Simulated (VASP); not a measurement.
Sr: single point with LDA

Sr:

```xyz
1
Lattice="0.0000 2.8968 2.8968 2.8968 0.0000 2.8968 2.8968 2.8968 0.0000" Properties=species:S:1:pos:R:3 pbc="T T T"
Sr    0.0000    0.0000    0.0000
```

- Program: VASP 6.6.1
- Task: single point
- Functional: LDA
- Potentials or basis: VASP PAW LDA potentials, release 64 (Sr_sv)
- Cutoff: 520 eV
- k mesh: 12 × 12 × 12
- Occupations: gaussian, width 0.1 eV
- Spin: no spin polarisation

- Pressure: 0.0 GPa

Levels at points of the mesh, in eV from the Fermi level:
| k point | band 1 | band 2 | band 3 | band 4 | band 5 | band 6 | band 7 | band 8 | band 9 | band 10 |
| --- | --- | --- | --- | --- | --- | --- | --- | --- | --- | --- |
| (0.00, 0.00, 0.00) | -36.25 | -18.20 | -18.20 | -18.20 | -3.87 | 2.35 | 2.35 | 2.35 | 4.01 | 4.01 |
| (0.50, 0.00, 0.00) | -36.22 | -18.51 | -18.24 | -18.24 | -1.26 | 0.29 | 2.18 | 2.18 | 5.22 | 5.22 |
| (0.50, 0.50, 0.00) | -36.22 | -18.49 | -18.31 | -18.31 | -0.83 | 0.15 | 1.38 | 5.23 | 5.57 | 5.57 |

Wall time 46 s on 1 thread of Intel Xeon 8259CL, with other jobs on the host, peak memory 0.17 GiB.
